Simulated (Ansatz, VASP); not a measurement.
## Two plane-wave programs on Ta2SiO2

```
Ta Si O
1.0
     2.91645    0.00000    0.00000
    -1.45823    2.52572    0.00000
     0.00000    0.00000    9.63536
Ta Si O
2 1 2
Direct
  0.66667 0.33333 0.62825
  0.33333 0.66667 0.37175
  0.00000 0.00000 0.00000
  0.33333 0.66667 0.76202
  0.66667 0.33333 0.23798
```

Alike in both runs: functional PBE; k mesh 12 × 12 × 4; occupations gaussian, width 0.1 eV; no spin polarisation.

Ansatz relaxed the structure, and its values are those at the end. VASP's run is a single point on that final structure, the one shown.

|  | VASP | Ansatz |
| --- | --- | --- |
| version | VASP 6.6.1 | Ansatz 0.2.0 |
| potentials or method | VASP PAW PBE potentials, release 64 (Ta_sv_GW, Si, O), cutoff 600 eV | scalar-relativistic, plane waves, PAW |
| valence electrons in the cell | 42 | 42 |

|  | VASP | Ansatz | Ansatz less VASP |
| --- | --- | --- | --- |
| gap on the k mesh at the Fermi level (eV) | none | none | - |
| pressure (GPa) | -0.1 | 0.0 | +0.09 |
| rms of the force components (eV/Å) | 0.023 | 0.001 | -0.0222 |

A gap of «none» marks a metal or a gap that the smearing closes. With one functional, cell and mesh, what is left measures potentials, basis and numerics.

Neither program's run includes spin-orbit coupling.
